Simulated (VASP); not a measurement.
# WI6 (P6/mmm) in VASP: further runs

Runs on WI6. Level: PBE. Tasks: relaxation of cell and atoms, single point.

Everything below comes from runs of VASP 6.6.1. Logs are shortened: lines on timing, memory, paths and dates and some standing lists are left out, and cuts for length are marked.

### 1 The cell of the first run

The structure is hexagonal, space group P6/mmm (No. 191). The conventional cell has a = 10.468 Å, b = 10.468 Å, c = 3.019 Å, α = 90.00°, β = 90.00°, γ = 120.00°. Within 4.0 Å of W (site symmetry 6/mmm) lie 2 W at 3.02 Å and 12 I at 3.81 Å. I (site symmetry m2m) has 5 I at 3.02 to 3.50 Å and 2 W at 3.81 Å within 4.0 Å.

The cell was generated, and may not be a known phase.

### 2 Relaxation of cell and atoms, PBE

The input, INCAR:

```
SYSTEM = WI6
PREC = Accurate
ENCUT = 500
EDIFF = 1E-7
ISMEAR = 0
SIGMA = 0.1
LREAL = .False.
LASPH = .True.
NELM = 120
ALGO = Normal
ISIF = 3
LWAVE = .False.
LCHARG = .False.
GGA = PE
IBRION = 2
NSW = 90
EDIFFG = -0.04
GGA_COMPAT = .False.
NELMIN = 4
```

The input, KPOINTS:

```
Automatic mesh
0
Gamma
  3 3 6
  0 0 0
```

The input, POSCAR:

```
WI6
1.0
   10.4675103998      0.0000000000      0.0000000000
   -5.2337551999      9.0651299206      0.0000000000
    0.0000000000      0.0000000000      3.0188615479
W I
1 6
Direct
    0.0000000000      0.0000000000      0.0000000000
    0.3340200652      0.0000000000      0.5000000000
    0.6659799348      0.0000000000      0.5000000000
    0.0000000000      0.3340200652      0.5000000000
    0.0000000000      0.6659799348      0.5000000000
    0.6659799348      0.6659799348      0.5000000000
    0.3340200652      0.3340200652      0.5000000000
```

Potentials or basis: VASP PAW PBE potentials, release 64 (W_sv, I).

Launch:

```bash
$ cat potpaw_PBE.64/W_sv/POTCAR potpaw_PBE.64/I/POTCAR > POTCAR
$ mpirun -np 1 vasp_std > vasp.out
```

OUTCAR:

```text
SYSTEM = WI6
   PREC = Accurate
   ENCUT = 500
   EDIFF = 1E-7
   ISMEAR = 0
   LREAL = .False.
   LASPH = .True.
   NELM = 120
   ISIF = 3
   GGA = PE
   IBRION = 2
   NSW = 90
   EDIFFG = -0.04
   NELMIN = 4

 ion  position               nearest neighbor table
   1  0.000  0.000  0.000-
   2  0.334  0.000  0.500-   3 3.47   5 3.50   7 3.50
   3  0.666  0.000  0.500-   2 3.47   4 3.50   6 3.50
   4  0.000  0.334  0.500-   5 3.47   3 3.50   7 3.50
   5  0.000  0.666  0.500-   4 3.47   2 3.50   6 3.50
   6  0.666  0.666  0.500-   7 3.47   3 3.50   5 3.50
   7  0.334  0.334  0.500-   6 3.47   2 3.50   4 3.50

  LATTYP: Found a hexagonal cell.
 ALAT       =    10.4675103998
 C/A-ratio  =     0.2884030140

  Lattice vectors:

 A1 = (  10.4675103998,   0.0000000000,   0.0000000000)
 A2 = (  -5.2337551999,   9.0651299206,   0.0000000000)
 A3 = (   0.0000000000,   0.0000000000,   3.0188615479)

Analysis of symmetry for initial positions (statically):
=====================================================================
 Subroutine PRICEL returns:
 Original cell was already a primitive cell.

 Routine SETGRP: Setting up the symmetry group for a
 hexagonal supercell.

 Subroutine GETGRP returns: Found 24 space group operations
 (whereof 24 operations were pure point group operations)
 out of a pool of 24 trial point group operations.

The static configuration has the point symmetry D_6h.

Analysis of symmetry for dynamics (positions and initial velocities):
=====================================================================
 Subroutine PRICEL returns:
 Original cell was already a primitive cell.

 Routine SETGRP: Setting up the symmetry group for a
 hexagonal supercell.

 Subroutine GETGRP returns: Found 24 space group operations
 (whereof 24 operations were pure point group operations)
 out of a pool of 24 trial point group operations.

The dynamic configuration has the point symmetry D_6h.

 Subroutine INISYM returns: Found 24 space group operations
 (whereof 24 operations are pure point group operations),
 and found     1 'primitive' translations

----------------------------------------------------------------------------------------

                                     Primitive cell

  volume of cell :     286.4578

  direct lattice vectors                    reciprocal lattice vectors
    10.467510400  0.000000000  0.000000000     0.095533700  0.055156408  0.000000000
    -5.233755200  9.065129921  0.000000000     0.000000000  0.110312815  0.000000000
     0.000000000  0.000000000  3.018861548     0.000000000  0.000000000  0.331250700

  length of vectors
    10.467510400 10.467510400  3.018861548     0.110312815  0.110312815  0.331250700

  position of ions in fractional coordinates (direct lattice)
     0.000000000  0.000000000  0.000000000
     0.334020065  0.000000000  0.500000000
     0.665979935  0.000000000  0.500000000
     0.000000000  0.334020065  0.500000000
     0.000000000  0.665979935  0.500000000
     0.665979935  0.665979935  0.500000000
     0.334020065  0.334020065  0.500000000

  ion indices of the primitive-cell ions
   primitive index   ion index
                 1           1
                 2           2
                 3           3
                 4           4
                 5           5
                 6           6
                 7           7

----------------------------------------------------------------------------------------

 KPOINTS: Automatic mesh

Automatic generation of k-mesh.
 Grid dimensions read from file:
 generate k-points for:    3    3    6

 Generating k-lattice:

  Cartesian coordinates                     Fractional coordinates (reciprocal lattice)
     0.031844567  0.018385469  0.000000000     0.333333333  0.000000000  0.000000000
     0.000000000  0.036770938  0.000000000     0.000000000  0.333333333  0.000000000
     0.000000000  0.000000000  0.055208450     0.000000000  0.000000000  0.166666667

  Length of vectors
     0.036770938  0.036770938  0.055208450

  Shift w.r.t. Gamma in fractional coordinates (k-lattice)
     0.000000000  0.000000000  0.000000000

 Subroutine IBZKPT returns following result:
 ===========================================

 Found     12 irreducible k-points:

 Following reciprocal coordinates:
            Coordinates               Weight
  0.000000  0.000000  0.000000      1.000000
  0.333333  0.000000  0.000000      6.000000
  0.333333  0.333333  0.000000      2.000000
  0.000000  0.000000  0.166667      2.000000
  0.333333  0.000000  0.166667     12.000000
  0.333333  0.333333  0.166667      4.000000
  0.000000  0.000000  0.333333      2.000000
  0.333333  0.000000  0.333333     12.000000
  0.333333  0.333333  0.333333      4.000000
  0.000000  0.000000  0.500000      1.000000
  0.333333  0.000000  0.500000      6.000000
  0.333333  0.333333  0.500000      2.000000
   k-points           NKPTS =     12   k-points in BZ     NKDIM =     12   number of bands    NBANDS=     33
   number of dos      NEDOS =    301   number of ions     NIONS =      7
   total plane-waves  NPLWV = 153600
   dimension x,y,z NGX =    80 NGY =   80 NGZ =   24
   dimension x,y,z NGXF=   160 NGYF=  160 NGZF=   48
   ions per type =               1   6
   NGX,Y,Z   is equivalent  to a cutoff of  12.71, 12.71, 13.22 a.u.
   NGXF,Y,Z  is equivalent  to a cutoff of  25.41, 25.41, 26.43 a.u.
 SYSTEM =  WI6
   PREC   = accura    normal or accurate (medium, high low for compatibility)
   ISTART =      0    job   : 0-new  1-cont  2-samecut
   ICHARG =      2    charge: 1-file 2-atom 10-const
   ISPIN  =      1    spin polarized calculation?
   LNONCOLLINEAR =      F non collinear calculations
   LSORBIT =      F    spin-orbit coupling
   LASPH  =      T    aspherical Exc in radial PAW
   ENCUT  =  500.0 eV  36.75 Ry    6.06 a.u.  19.08 19.08  5.50*2*pi/ulx,y,z
   NELM   =    120;   NELMIN=  4; NELMDL= -5     # of ELM steps
   EDIFF  = 0.1E-06   stopping-criterion for ELM
   LREAL  =      F    real-space projection
   EDIFFG = -.4E-01   stopping-criterion for IOM
   NSW    =     90    number of steps for IOM
   IBRION =      2    ionic relax: 0-MD 1-quasi-New 2-CG
   NFREE  =      1    steps in history (QN), initial steepest desc. (CG)
   ISIF   =      3    stress and relaxation
   ISYM   =      2    0-nonsym 1-usesym 2-fastsym
   POTIM  = 0.5000    time-step for ionic-motion
   TEBEG  =    0.0;   TEEND  =   0.0 temperature during run
   PSTRESS=    0.0 pullay stress
   NELECT =      56.0000    total number of electrons
   NUPDOWN=      -1.0000    fix difference up-down
   EMIN   =  10.00;   EMAX   =-10.00  energy-range for DOS
   EFERMI =   0.00;   METHOD = LEGACY
   ISMEAR =     0;   SIGMA  =   0.10  broadening in eV -4-tet -1-fermi 0-gaus
   EFERMI_NEDOS =   21; number of points for ismear=-14 and -15
   IALGO  =     38    algorithm
   IMIX   =      4    mixing-type and parameters
     AMIX     =   0.40;   BMIX     =  1.00
     AMIX_MAG =   1.60;   BMIX_MAG =  1.00
  volume/ion in A,a.u.               =      40.92       276.16
  Fermi-wavevector in a.u.,A,eV,Ry     =   0.950132  1.795489 12.282672  0.902751
  Thomas-Fermi vector in A             =   2.078480
   LORBIT       =      0    0 simple, 1 ext, 2 COOP (PROOUT), +10 PAW based schemes
   GGA     = PE    functional components
   LHFCALC =     F    Hartree Fock is set to
   AEXX    =    0.0000 exact exchange contribution
   IVDW    =     0    specifies the selected vdW correction
   LEPSILON=     F    determine dielectric tensor
   LRPA    =     F    only Hartree local field effects (RPA)
 conjugate gradient relaxation of ions
 non-spin polarized calculation
 Gauss-broadening in eV      SIGMA  =   0.10
  energy-cutoff  :      500.00
  volume of cell :      286.46
 maximum number of plane-waves:      7313
 NGX is ok and might be reduce to    80
   NGX = 39   NGY = 39   NGZ = 11

--------------------------------------- Ionic step        1  -------------------------------------------

 number of electron      56.0000000 magnetization

 Free energy of the ion-electron system (eV)
  ---------------------------------------------------
  ext. energy  EPLUGINS =         0.00000000
  ---------------------------------------------------
  free energy    TOTEN  =       -13.74310059 eV

  energy without entropy =      -13.65883168  energy(sigma->0) =      -13.70096613

------------------------ aborting loop because EDIFF is reached ----------------------------------------

  FORCE on cell =-STRESS in cart. coord.  units (eV):
  Direction    XX          YY          ZZ          XY          YZ          ZX
  --------------------------------------------------------------------------------------
  -------------------------------------------------------------------------------------
  Total       -1.5029493     -1.5029493      6.9941013      0.0000000     -0.0000000      0.0000000
  in kB       -8.4060949     -8.4060949     39.1184707      0.0000000     -0.0000000      0.0000000
  external PRESSURE =       7.4354269 kB  Pullay stress =       0.0000000 kB
[... 313 lines left out ...]
  energy  without entropy=      -13.9327195571  energy(sigma->0) =      -13.96628871

--------------------------------------- Ionic step        9  -------------------------------------------

 number of electron      55.9999999 magnetization

 Free energy of the ion-electron system (eV)
  ---------------------------------------------------
  ext. energy  EPLUGINS =         0.00000000
  ---------------------------------------------------
  free energy    TOTEN  =       -14.00159122 eV

  energy without entropy =      -13.93573035  energy(sigma->0) =      -13.96866079

 E-fermi :   3.6927     XC(G=0):  -8.2253

 val. band max:        3.6858708338   @ k =   0.0000   0.0000   0.1667
 cond. band min:       3.7092960642   @ k =   0.0000   0.0000   0.1667
 fundamental gap:      0.0234252304
 Fermi energy:         3.6926706969

 k-point     1 :       0.0000    0.0000    0.0000
  band No.  band energies     occupation
      1     -71.2214      2.00000
      2     -35.3503      2.00000
      3     -35.3503      2.00000
      4     -35.1465      2.00000
      5     -10.4212      2.00000
      6      -9.7773      2.00000
[... 455 lines left out ...]
  FREE ENERGIE OF THE ION-ELECTRON SYSTEM (eV)
  ---------------------------------------------------
  free  energy   TOTEN  =       -14.0015912237 eV

  energy  without entropy=      -13.9357303538  energy(sigma->0) =      -13.96866079

 reached required accuracy - stopping structural energy minimisation
```

Run time: 18 min. Hardware: 1 thread of Intel Xeon Platinum 8488C (Sapphire Rapids), shared host; peak memory 0.48 GiB.

What came out:

- Free energy: -14.0016 eV
- Relaxed volume: 39.68 Å³/atom
- Relaxed cell: a = 10.081 Å, b = 10.081 Å, c = 3.156 Å, α = 90.00°, β = 90.00°, γ = 120.00°
- Space group after relaxing (to 0.1 Å): P6/mmm (No. 191)
- Energy gained by relaxing: 36.9 meV/atom
- Ionic steps: 9
- Pressure after relaxing: 0.0 GPa
- Largest force after relaxing: 0.029 eV/Å
- Band gap on the k mesh: zero (bands 28 and 29 overlap by 1.16 eV)

Forces on the atoms (eV/Å):
```
W    0.000  0.000  0.000
I   -0.029  0.000  0.000
I    0.029  0.000  0.000
I    0.014 -0.025  0.000
I   -0.014  0.025  0.000
I    0.014  0.025  0.000
I   -0.014 -0.025  0.000
```

Step by step:
```tsv
step	energy change (eV)	largest force (eV/Å)	pressure (GPa)	volume (Å³)
1	0.0000	0.0687	0.74	286.46
2	-0.1788	0.1180	-1.13	294.08
3	-0.1789	0.1163	-1.08	293.81
4	-0.2428	0.0831	-0.59	283.94
5	-0.2494	0.0636	-0.35	280.08
6	-0.2545	0.0428	0.21	276.38
7	-0.2560	0.0502	0.02	277.55
8	-0.2568	0.0449	0.03	277.61
9	-0.2585	0.0286	0.04	277.77
```

Final structure:
```
W I
1.0
    10.08099    0.00000    0.00000
    -5.04049    8.73039    0.00000
     0.00000    0.00000    3.15613
W I
1 6
Direct
  0.00000 0.00000 0.00000
  0.33161 0.00000 0.50000
  0.66839 0.00000 0.50000
  0.00000 0.33161 0.50000
  0.00000 0.66839 0.50000
  0.66839 0.66839 0.50000
  0.33161 0.33161 0.50000
```

Levels at points of the mesh, in eV from the Fermi level:
```tsv
k point	band 25	band 26	band 27	band 28	band 29	band 30	band 31	band 32
(0.00, 0.00, 0.00)	-0.04	-0.04	0.75	0.75	0.96	1.52	1.52	1.71
(0.00, 0.00, 0.50)	-0.76	-0.76	-0.46	-0.10	-0.10	0.51	0.51	0.61
```

Caveat: spin-orbit coupling is left out, which moves the levels of the heavy elements.

### 3 Single point, PBE

This run uses another cell than the first one, of 43.78 Å³/atom.

The input, INCAR:

```
ALGO = Normal
EDIFF = 1E-6
ENCUT = 500
GGA = PE
GGA_COMPAT = F
ISIF = 2
ISMEAR = 0
LASPH = T
LCHARG = F
LREAL = F
LWAVE = F
NBANDS = 37
NELM = 120
PREC = Accurate
SIGMA = 0.1
```

The input, KPOINTS:

```
k-points
0
Gamma
  6 6 12
```

The input, POSCAR:

```
WI6
1.0
   10.8861391700      0.0000000000      0.0000000000
   -5.4430695850      9.4276730704      0.0000000000
    0.0000000000      0.0000000000      2.9862561597
W I
1 6
Direct
    0.0000000000      0.0000000000      0.0000000000
    0.3297570046      0.0000000000      0.5000000000
    0.6702429954      0.0000000000      0.5000000000
    0.0000000000      0.3297570046      0.5000000000
    0.0000000000      0.6702429954      0.5000000000
    0.6702429954      0.6702429954      0.5000000000
    0.3297570046      0.3297570046      0.5000000000
```

Potentials or basis: VASP PAW PBE potentials, release 64 (W_sv, I).

Launch:

```bash
$ cat potpaw_PBE.64/W_sv/POTCAR potpaw_PBE.64/I/POTCAR > POTCAR
$ mpirun -np 1 vasp_std > vasp.out
```

It took 9.4 min on 1 thread of Intel Xeon Platinum 8488C (Sapphire Rapids), shared host; peak memory 0.69 GiB.

The run converged. Its results:

```
Free energy            : -14.3160 eV
Pressure               : 0.0 GPa
Band gap on the k mesh : zero (bands 28 and 29 overlap by 2.22 eV)
```

Stress tensor (GPa, compression positive):
```
 0.03  0.00  0.00
 0.00  0.03  0.00
 0.00  0.00 -0.11
```

Levels at points of the mesh, in eV from the Fermi level:
```tsv
k point	band 26	band 27	band 28	band 29	band 30	band 31
(0.00, 0.00, 0.00)	-0.22	1.51	1.51	2.34	2.66	2.66
(0.50, 0.00, 0.00)	0.27	1.51	1.51	2.42	2.50	2.59
(0.00, 0.00, 0.50)	-0.62	-0.21	0.05	0.05	0.16	0.16
(0.50, 0.00, 0.50)	-0.37	-0.27	-0.16	-0.05	0.06	0.07
```

Caveat: spin-orbit coupling is left out, which moves the levels of the heavy elements; this functional lacks dispersion, which binds layers or chains, so the pressure and a relaxed spacing across them are unreliable.

The gap in the log of VASP goes by the Fermi energy; the results here count the filled bands.